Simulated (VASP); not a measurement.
# ReOs2 (P6/mmm) in VASP: further runs, part 2 of 2

VASP 6.6.1. Earlier steps stand in the parts before.

## Step 3: Single point, PBE

This run uses another cell than the first one, of 14.80 Å³/atom, 1.156 times its volume.

File INCAR:

```
ALGO = Normal
EDIFF = 1E-6
ENCUT = 520
GGA = PE
ISIF = 2
ISMEAR = 0
LASPH = True
LCHARG = True
LELF = True
LREAL = False
LVHAR = True
LWAVE = False
NBANDS = 18
NELM = 80
PREC = Accurate
SIGMA = 0.1
```

File KPOINTS:

```
k-points
0
Gamma
  6 6 6
```

File POSCAR:

```
ReOs2
1.0
    4.3272213780      0.0000000000      0.0000000000
   -2.1636106890      3.7474836411      0.0000000000
    0.0000000000      0.0000000000      2.7383521129
Re Os
1 2
Direct
    0.0000000000      0.0000000000      0.0000000000
    0.3333333333      0.6666666667      0.5000000000
    0.6666666667      0.3333333333      0.5000000000
```

Potentials or basis: VASP PAW PBE potentials, release 64 (Re, Os).

On the command line:

```bash
$ cat potpaw_PBE.64/Re/POTCAR potpaw_PBE.64/Os/POTCAR > POTCAR
$ mpirun -np 1 vasp_std > vasp.out
```

OUTCAR:

```text
EDIFF = 1E-6
   ENCUT = 520
   GGA = PE
   ISIF = 2
   ISMEAR = 0
   LASPH = True
   LREAL = False
   NELM = 80
   PREC = Accurate

 ion  position               nearest neighbor table
   1  0.000  0.000  0.000-   2 2.85   3 2.85   2 2.85   3 2.85   2 2.85   2 2.85   3 2.85   3 2.85
                             3 2.85   3 2.85   2 2.85   2 2.85
   2  0.333  0.667  0.500-   3 2.50   3 2.50   3 2.50   1 2.85   1 2.85   1 2.85   1 2.85   1 2.85
                             1 2.85
   3  0.667  0.333  0.500-   2 2.50   2 2.50   2 2.50   1 2.85   1 2.85   1 2.85   1 2.85   1 2.85
                             1 2.85

  LATTYP: Found a hexagonal cell.
 ALAT       =     4.3272213780
 C/A-ratio  =     0.6328199724

  Lattice vectors:

 A1 = (   4.3272213780,   0.0000000000,   0.0000000000)
 A2 = (  -2.1636106890,   3.7474836411,   0.0000000000)
 A3 = (   0.0000000000,   0.0000000000,   2.7383521129)

Analysis of symmetry for initial positions (statically):
=====================================================================
 Subroutine PRICEL returns:
 Original cell was already a primitive cell.

 Routine SETGRP: Setting up the symmetry group for a
 hexagonal supercell.

 Subroutine GETGRP returns: Found 24 space group operations
 (whereof 24 operations were pure point group operations)
 out of a pool of 24 trial point group operations.

The static configuration has the point symmetry D_6h.

Analysis of symmetry for dynamics (positions and initial velocities):
=====================================================================
 Subroutine PRICEL returns:
 Original cell was already a primitive cell.

 Routine SETGRP: Setting up the symmetry group for a
 hexagonal supercell.

 Subroutine GETGRP returns: Found 24 space group operations
 (whereof 24 operations were pure point group operations)
 out of a pool of 24 trial point group operations.

The dynamic configuration has the point symmetry D_6h.

 Subroutine INISYM returns: Found 24 space group operations
 (whereof 24 operations are pure point group operations),
 and found     1 'primitive' translations

----------------------------------------------------------------------------------------

                                     Primitive cell

  volume of cell :      44.4056

  direct lattice vectors                    reciprocal lattice vectors
     4.327221378  0.000000000  0.000000000     0.231095179  0.133422864  0.000000000
    -2.163610689  3.747483641  0.000000000     0.000000000  0.266845728  0.000000000
     0.000000000  0.000000000  2.738352113     0.000000000  0.000000000  0.365183132

  length of vectors
     4.327221378  4.327221378  2.738352113     0.266845728  0.266845728  0.365183132

  position of ions in fractional coordinates (direct lattice)
     0.000000000  0.000000000  0.000000000
     0.333333333  0.666666667  0.500000000
     0.666666667  0.333333333  0.500000000

  ion indices of the primitive-cell ions
   primitive index   ion index
                 1           1
                 2           2
                 3           3

----------------------------------------------------------------------------------------

 KPOINTS: k-points

Automatic generation of k-mesh.
 Grid dimensions read from file:
 generate k-points for:    6    6    6

 Generating k-lattice:

  Cartesian coordinates                     Fractional coordinates (reciprocal lattice)
     0.038515863  0.022237144  0.000000000     0.166666667  0.000000000  0.000000000
     0.000000000  0.044474288  0.000000000     0.000000000  0.166666667  0.000000000
     0.000000000  0.000000000  0.060863855     0.000000000  0.000000000  0.166666667

  Length of vectors
     0.044474288  0.044474288  0.060863855

  Shift w.r.t. Gamma in fractional coordinates (k-lattice)
     0.000000000  0.000000000  0.000000000

 Subroutine IBZKPT returns following result:
 ===========================================

 Found     28 irreducible k-points:

 Following reciprocal coordinates:
            Coordinates               Weight
[... 33 lines left out ...]
   NFREE  =      0    steps in history (QN), initial steepest desc. (CG)
   ISIF   =      2    stress and relaxation
   ISYM   =      2    0-nonsym 1-usesym 2-fastsym
   POTIM  = 0.5000    time-step for ionic-motion
   TEBEG  =    0.0;   TEEND  =   0.0 temperature during run
   PSTRESS=    0.0 pullay stress
   NELECT =      23.0000    total number of electrons
   NUPDOWN=      -1.0000    fix difference up-down
   EMIN   =  10.00;   EMAX   =-10.00  energy-range for DOS
   EFERMI =   0.00;   METHOD = LEGACY
   ISMEAR =     0;   SIGMA  =   0.10  broadening in eV -4-tet -1-fermi 0-gaus
   EFERMI_NEDOS =   21; number of points for ismear=-14 and -15
   IALGO  =     38    algorithm
   IMIX   =      4    mixing-type and parameters
     AMIX     =   0.40;   BMIX     =  1.00
     AMIX_MAG =   1.60;   BMIX_MAG =  1.00
  volume/ion in A,a.u.               =      14.80        99.89
  Fermi-wavevector in a.u.,A,eV,Ry     =   1.314734  2.484488 23.518035  1.728527
  Thomas-Fermi vector in A             =   2.444967
   LORBIT       =      0    0 simple, 1 ext, 2 COOP (PROOUT), +10 PAW based schemes
   GGA     = PE    functional components
   LHFCALC =     F    Hartree Fock is set to
   AEXX    =    0.0000 exact exchange contribution
   IVDW    =     0    specifies the selected vdW correction
   LEPSILON=     F    determine dielectric tensor
   LRPA    =     F    only Hartree local field effects (RPA)
 non-spin polarized calculation
 Gauss-broadening in eV      SIGMA  =   0.10
  energy-cutoff  :      520.00
  volume of cell :       44.41
 maximum number of plane-waves:      1230
   NGX = 17   NGY = 17   NGZ = 11

 number of electron      23.0000001 magnetization

 Free energy of the ion-electron system (eV)
  ---------------------------------------------------
  ext. energy  EPLUGINS =         0.00000000
  ---------------------------------------------------
  free energy    TOTEN  =       -34.29234462 eV

  energy without entropy =      -34.27732611  energy(sigma->0) =      -34.28483536

 E-fermi :   8.6169     XC(G=0): -13.7047

 val. band max:        8.5899895173   @ k =   0.0000   0.0000   0.1667
 cond. band min:       8.6757025408   @ k =   0.3333   0.1667   0.5000
 fundamental gap:      0.0857130235
 Fermi energy:         8.6168935377

 k-point     1 :       0.0000    0.0000    0.0000
  band No.  band energies     occupation
      1      -1.8605      2.00000
      2       2.0460      2.00000
      3       4.5076      2.00000
      4       4.7474      2.00000
      5       4.7474      2.00000
      6       4.8620      2.00000
[... 10 lines left out ...]
     17      16.4259      0.00000
     18      17.1207      0.00000
[... 463 lines left out ...]
 k-point    24 :       0.3333    0.0000    0.5000
  band No.  band energies     occupation
      1       1.7062      2.00000
      2       2.1859      2.00000
      3       2.5620      2.00000
      4       3.1135      2.00000
      5       4.1009      2.00000
      6       4.1271      2.00000
[... 10 lines left out ...]
     17      12.9338      0.00000
     18      16.5707      0.00000

 [... further k-points ...]
[... 5 lines left out ...]
  --------------------------------------------------------------------------------------
  -------------------------------------------------------------------------------------
  Total       -0.0384400     -0.0384400     -0.0623274      0.0000000     -0.0000000      0.0000000
  in kB       -1.3869357     -1.3869357     -2.2488039      0.0000000     -0.0000000      0.0000000
  external PRESSURE =      -1.6742251 kB  Pullay stress =       0.0000000 kB

 VOLUME and BASIS-vectors are now :
 -----------------------------------------------------------------------------
  energy-cutoff  :      520.00
  volume of cell :       44.41
      direct lattice vectors                 reciprocal lattice vectors
     4.327221378  0.000000000  0.000000000     0.231095179  0.133422864  0.000000000
    -2.163610689  3.747483641  0.000000000     0.000000000  0.266845728  0.000000000
     0.000000000  0.000000000  2.738352113     0.000000000  0.000000000  0.365183132

 POSITION                                       TOTAL-FORCE (eV/Angst)
 -----------------------------------------------------------------------------------
      0.00000      0.00000      0.00000         0.000000      0.000000      0.000000
     -0.00000      2.49832      1.36918        -0.000000      0.000000      0.000000
      2.16361      1.24916      1.36918        -0.000000     -0.000000     -0.000000
 -----------------------------------------------------------------------------------
    total drift:                               -0.000000      0.000000      0.000000

  FREE ENERGIE OF THE ION-ELECTRON SYSTEM (eV)
  ---------------------------------------------------
  free  energy   TOTEN  =       -34.2923446205 eV

  energy  without entropy=      -34.2773261063  energy(sigma->0) =      -34.28483536
```

OSZICAR:

```text
N       E                     dE             d eps       ncg     rms          rms(c)
DAV:   1     0.116645566678E+03    0.11665E+03   -0.10811E+04  1572   0.134E+03
DAV:   2    -0.271126670529E+02   -0.14376E+03   -0.13525E+03  1540   0.419E+02
DAV:   3    -0.360926808679E+02   -0.89800E+01   -0.85164E+01  1726   0.929E+01
DAV:   4    -0.364004066383E+02   -0.30773E+00   -0.26536E+00  1584   0.136E+01
DAV:   5    -0.364051276272E+02   -0.47210E-02   -0.46850E-02  1590   0.147E+00    0.348E+01
DAV:   6    -0.347851164100E+02    0.16200E+01   -0.17390E+00  1606   0.209E+01    0.141E+01
DAV:   7    -0.343064467060E+02    0.47867E+00   -0.11120E+00  1626   0.154E+01    0.150E+00
DAV:   8    -0.342965940183E+02    0.98527E-02   -0.31445E-02  1696   0.221E+00    0.913E-01
DAV:   9    -0.342927489583E+02    0.38451E-02   -0.12205E-02  1710   0.217E+00    0.280E-01
DAV:  10    -0.342923290798E+02    0.41988E-03   -0.90090E-04  1632   0.353E-01    0.653E-02
DAV:  11    -0.342923759777E+02   -0.46898E-04   -0.82478E-05  1710   0.108E-01    0.310E-02
DAV:  12    -0.342923465493E+02    0.29428E-04   -0.11978E-05  1568   0.517E-02    0.330E-03
DAV:  13    -0.342923445561E+02    0.19932E-05   -0.10063E-06   714   0.801E-03    0.274E-03
DAV:  14    -0.342923446205E+02   -0.64340E-07   -0.10815E-07   636   0.117E-02
   1 F= -.34292345E+02 E0= -.34284835E+02  d E =-.150185E-01
```

stdout:

```text
POSCAR found type information on POSCAR ReOs
 POSCAR found :  2 types and       3 ions
 scaLAPACK will be used
 LDA part: xc-table for (Slater+PW92), standard interpolation
 POSCAR, INCAR and KPOINTS ok, starting setup
 FFT: planning ... GRIDC
 FFT: planning ... GRID_SOFT
 FFT: planning ... GRID
 WAVECAR not read
 entering main loop
```

Wall time 19 s (1 thread of Intel Xeon Platinum 8559C (Emerald Rapids), shared host); peak memory 0.17 GiB.

What came out:

- Free energy: -34.2923 eV
- Pressure: -0.2 GPa

Levels at points of the mesh, in eV from the Fermi level:
```tsv
k point	band 7	band 8	band 9	band 10	band 11	band 12	band 13	band 14	band 15	band 16
(0.00, 0.00, 0.00)	-3.75	-2.59	-1.88	-1.88	-1.52	-1.52	-0.86	-0.86	2.94	2.94
(0.50, 0.00, 0.00)	-3.15	-2.69	-2.46	-1.23	-0.67	0.31	1.21	1.30	1.62	1.80
(0.00, 0.00, 0.50)	-2.34	-2.34	-2.09	-2.09	2.04	2.04	2.55	2.55	3.26	3.92
(0.50, 0.00, 0.50)	-3.04	-1.95	-1.71	-1.45	-0.40	0.51	2.09	2.50	2.72	2.95
```

Caveat: the k points lie up to 0.38 Å⁻¹ apart; spin-orbit coupling is left out, which moves the levels of the heavy elements.

## Step 4: Relaxation of cell and atoms, PBE

File INCAR:

```
ALGO     = Normal         # electronic algorithm
EDIFF    = 1E-6           # SCF threshold, eV
EDIFFG   = -0.04          # ionic threshold
ENCUT    = 600            # plane-wave cutoff, eV
GGA      = PE             # functional
IBRION   = 2              # ionic algorithm
ISIF     = 3              # what is computed and relaxed
ISMEAR   = 0              # smearing method
LASPH    = True           # aspherical terms in the spheres
LCHARG   = False          # write CHGCAR
LREAL    = False          # projectors in reciprocal space
LWAVE    = False          # write WAVECAR
NELM     = 100            # most SCF steps
NSW      = 90             # ionic steps
PREC     = Accurate       # precision mode
SIGMA    = 0.1            # smearing width, eV
```

KPOINTS is that of step 3.

File POSCAR:

```
ReOs2
1.0
    3.4509109429      0.0000000000      0.0000000000
   -1.7254554715      2.9885765428      0.0000000000
    0.0000000000      0.0000000000      3.7260666328
Re Os
1 2
Direct
    0.0000000000      0.0000000000      0.0000000000
    0.3333333333      0.6666666667      0.5000000000
    0.6666666667      0.3333333333      0.5000000000
```

On the command line:

```bash
$ cat potpaw_PBE.64/Re/POTCAR potpaw_PBE.64/Os/POTCAR > POTCAR
$ mpirun -np 1 vasp_std > vasp.out
```

Run time: 5.2 min. Hardware: 1 thread of Intel Xeon Platinum 8559C (Emerald Rapids), shared host; peak memory 0.19 GiB.

Results (log left out):

* Free energy: -34.2859 eV
* Relaxed volume: 14.80 Å³/atom
* Relaxed cell: a = 4.327 Å, b = 4.327 Å, c = 2.738 Å, α = 90.00°, β = 90.00°, γ = 120.00°
* Space group after relaxing (to 0.05 Å): P6/mmm (No. 191)
* Energy gained by relaxing: 4408.5 meV/atom
* Ionic steps: 19
* Pressure after relaxing: -0.1 GPa

Stress tensor (GPa, compression positive):
```
-0.18  0.00  0.00
 0.00 -0.18  0.00
 0.00  0.00  0.08
```

Step by step:
```tsv
step	energy change (eV)	largest force (eV/Å)	pressure (GPa)	volume (Å³)
1	0.0000	0.0000	202.27	38.43
2	19.2342	0.0000	-25.22	197.02
3	-4.6048	0.0000	-45.82	77.03
4	-7.9573	0.0000	-40.01	65.07
5	-8.3012	0.0000	41.32	47.49
6	-9.4075	0.0000	-20.29	56.75
7	-9.5076	0.0000	-8.98	54.18
8	-9.5079	0.0000	-10.71	54.53
9	-11.9186	0.0000	-8.38	48.26
10	-12.5227	0.0000	40.07	40.67
11	-12.9674	0.0000	1.06	44.96
12	-13.0437	0.0000	22.37	42.05
13	-13.1668	0.0000	9.95	43.43
14	-13.1697	0.0000	12.05	43.15
15	-12.5252	0.0000	-24.58	48.12
16	-13.2204	0.0000	1.38	44.19
17	-13.2209	0.0000	2.17	44.11
18	-13.2147	0.0000	-3.44	44.87
19	-13.2254	0.0000	-0.09	44.40
```

Final structure:
```
Re Os
1.0
     4.32745    0.00000    0.00000
    -2.16372    3.74768    0.00000
     0.00000    0.00000    2.73797
Re Os
1 2
Direct
  0.00000 0.00000 0.00000
  0.33333 0.66667 0.50000
  0.66667 0.33333 0.50000
```

Levels at points of the mesh, in eV from the Fermi level:
```csv
k point,band 8,band 9,band 10,band 11,band 12,band 13,band 14,band 15
"(0.00, 0.00, 0.00)",-2.59,-1.88,-1.88,-1.52,-1.52,-0.86,-0.86,2.94
"(0.50, 0.00, 0.00)",-2.68,-2.46,-1.23,-0.67,0.31,1.21,1.30,1.80
"(0.00, 0.00, 0.50)",-2.34,-2.09,-2.09,2.04,2.04,2.55,2.55,3.26
"(0.50, 0.00, 0.50)",-1.95,-1.71,-1.45,-0.40,0.51,2.09,2.50,2.72
```

Caveat: the volume moved by over 15 % at a fixed basis, so the end points are rough; spin-orbit coupling is left out, which moves the levels of the heavy elements.

## Step 5: Single point, PBE

This run uses another cell than the first one, of 14.78 Å³/atom, 1.154 times its volume.

File INCAR:

```
SYSTEM = ReOs2
ALGO = Fast
EDIFF = 1E-6
ENCUT = 520
GGA = PE
ISIF = 2
ISMEAR = 0
LASPH = .True.
LCHARG = .False.
LREAL = .False.
LWAVE = .False.
NBANDS = 18
NELM = 80
PREC = Accurate
SIGMA = 0.1
```

File KPOINTS:

```
k-points
0
Gamma
  12 12 16
  0 0 0
```

File POSCAR:

```
ReOs2
1.0
    4.3352455799      0.0000000000      0.0000000000
   -2.1676227899      3.7544328038      0.0000000000
    0.0000000000      0.0000000000      2.7249266611
Re Os
1 2
Direct
    0.0000000000      0.0000000000      0.0000000000
    0.3333333333      0.6666666667      0.5000000000
    0.6666666667      0.3333333333      0.5000000000
```

On the command line:

```bash
$ cat potpaw_PBE.64/Re/POTCAR potpaw_PBE.64/Os/POTCAR > POTCAR
$ mpirun -np 1 vasp_std > vasp.out
```

Wall time 83 s (1 thread of Intel Xeon Platinum 8559C (Emerald Rapids), shared host); peak memory 0.26 GiB.

The run converged. Its results:

```
Free energy : -34.3792 eV
Pressure    : -0.4 GPa
```

Stress tensor (GPa, compression positive):
```
-0.53  0.00  0.00
 0.00 -0.53  0.00
 0.00  0.00 -0.23
```

Levels at points of the mesh, in eV from the Fermi level:
| k point | band 9 | band 10 | band 11 | band 12 | band 13 | band 14 | band 15 | band 16 |
| --- | --- | --- | --- | --- | --- | --- | --- | --- |
| (0.00, 0.00, 0.00) | -1.85 | -1.85 | -1.39 | -1.39 | -0.75 | -0.75 | 3.00 | 3.00 |
| (0.50, 0.00, 0.00) | -2.47 | -1.10 | -0.55 | 0.33 | 1.24 | 1.39 | 1.64 | 1.87 |
| (0.00, 0.00, 0.50) | -2.06 | -2.06 | 2.08 | 2.08 | 2.57 | 2.57 | 3.39 | 4.12 |
| (0.50, 0.00, 0.50) | -1.65 | -1.37 | -0.36 | 0.56 | 2.12 | 2.59 | 2.78 | 3.06 |

Caveat: spin-orbit coupling is left out, which moves the levels of the heavy elements.

## Step 6: Relaxation of cell and atoms, PBE

This run uses another cell than the first one, of 14.80 Å³/atom, 1.156 times its volume.

File INCAR:

```
SYSTEM = ReOs2
PREC = Accurate ; ENCUT = 600
EDIFF = 1E-6 ; ISMEAR = 0
SIGMA = 0.1 ; LREAL = .FALSE.
LASPH = .TRUE. ; NELM = 100
ALGO = Fast ; ISIF = 3
LWAVE = .FALSE. ; LCHARG = .FALSE.
GGA = PE ; IBRION = 2
NSW = 100 ; EDIFFG = -0.01
```

File KPOINTS:

```
regular mesh
0
G
  12 12 16
  0 0 0
```

File POSCAR:

```
ReOs2
1.0
    4.3272213780      0.0000000000      0.0000000000
   -2.1636106890      3.7474836412      0.0000000000
    0.0000000000      0.0000000000      2.7383521129
Re Os
1 2
Direct
    0.0000000000      0.0000000000      0.0000000000
    0.3333333333      0.6666666667      0.5000000000
    0.6666666667      0.3333333333      0.5000000000
```

Potentials or basis: VASP PAW PBE potentials, release 64 (Re, Os).

On the command line:

```bash
$ cat potpaw_PBE.64/Re/POTCAR potpaw_PBE.64/Os/POTCAR > POTCAR
$ mpirun -np 1 vasp_std > vasp.out
```

It took 5.2 min on 1 thread of Intel Xeon Platinum 8559C (Emerald Rapids), shared host; peak memory 0.32 GiB.

Results (log left out):

```yaml
Free_energy: -34.3812 eV
Relaxed_volume: 14.77 Å³/atom
Relaxed_cell: a = 4.334 Å, b = 4.334 Å, c = 2.725 Å, α = 90.00°, β = 90.00°, γ = 120.00°
Space_group_after_relaxing_to_0.05_Å: P6/mmm (No. 191)
Energy_gained_by_relaxing: 0.6 meV/atom
Ionic_steps: 5
Pressure_after_relaxing: 0.0 GPa
```

The path:
| step | energy change (eV) | largest force (eV/Å) | pressure (GPa) | volume (Å³) |
| --- | --- | --- | --- | --- |
| 1 | 0.0000 | 0.0000 | -0.48 | 44.41 |
| 2 | 0.0010 | 0.0000 | 1.58 | 44.12 |
| 3 | -0.0017 | 0.0000 | 0.44 | 44.28 |
| 4 | -0.0009 | 0.0000 | -1.42 | 44.48 |
| 5 | -0.0018 | 0.0000 | 0.01 | 44.32 |

Final structure:
```
CELL_PARAMETERS angstrom
4.33357 0.00000 0.00000
-2.16679 3.75298 0.00000
0.00000 0.00000 2.72522
ATOMIC_POSITIONS crystal
Re 0.00000 0.00000 0.00000
Os 0.33333 0.66667 0.50000
Os 0.66667 0.33333 0.50000
```

Levels at points of the mesh, in eV from the Fermi level:
| k point | band 9 | band 10 | band 11 | band 12 | band 13 | band 14 | band 15 |
| --- | --- | --- | --- | --- | --- | --- | --- |
| (0.00, 0.00, 0.00) | -1.85 | -1.85 | -1.39 | -1.39 | -0.76 | -0.76 | 3.00 |
| (0.50, 0.00, 0.00) | -2.47 | -1.11 | -0.56 | 0.34 | 1.24 | 1.39 | 1.65 |
| (0.00, 0.00, 0.50) | -2.06 | -2.06 | 2.08 | 2.08 | 2.57 | 2.57 | 3.39 |
| (0.50, 0.00, 0.50) | -1.65 | -1.37 | -0.36 | 0.56 | 2.13 | 2.59 | 2.78 |

Caveat: spin-orbit coupling is left out, which moves the levels of the heavy elements.

## Step 7: Overview

```tsv
task	cell	k mesh	cutoff (eV)	gap on the mesh (eV)	pressure (GPa)	relaxed volume (Å³/atom)
single point	a = 3.451, b = 3.451, c = 3.726 Å, angles 90.0, 90.0, 120.0°, 3 atoms	6 × 6 × 6	520	none	202.2	-
single point	a = 4.327, b = 4.327, c = 2.738 Å, angles 90.0, 90.0, 120.0°, 3 atoms	6 × 6 × 6	520	none	-0.2	-
relaxation of cell and atoms	relaxed from a = 3.451, b = 3.451, c = 3.726 Å, angles 90.0, 90.0, 120.0°, 3 atoms	6 × 6 × 6	600	none	-0.1	14.80
single point	a = 4.335, b = 4.335, c = 2.725 Å, angles 90.0, 90.0, 120.0°, 3 atoms	12 × 12 × 16	520	none	-0.4	-
relaxation of cell and atoms	relaxed from a = 4.327, b = 4.327, c = 2.738 Å, angles 90.0, 90.0, 120.0°, 3 atoms	12 × 12 × 16	600	none	0.0	14.77
```

Alike in all rows: level PBE; potentials or basis VASP PAW PBE potentials, release 64 (Re, Os); no spin polarisation; smearing gaussian 0.1 eV.

Caveats: some runs use coarse meshes; spin-orbit coupling is left out, which moves the levels of the heavy elements; the volume moved by over 15 % at a fixed basis, so the end points are rough (some runs).

Total energies depend on the potentials used, so only differences within one code and one set of settings carry meaning.
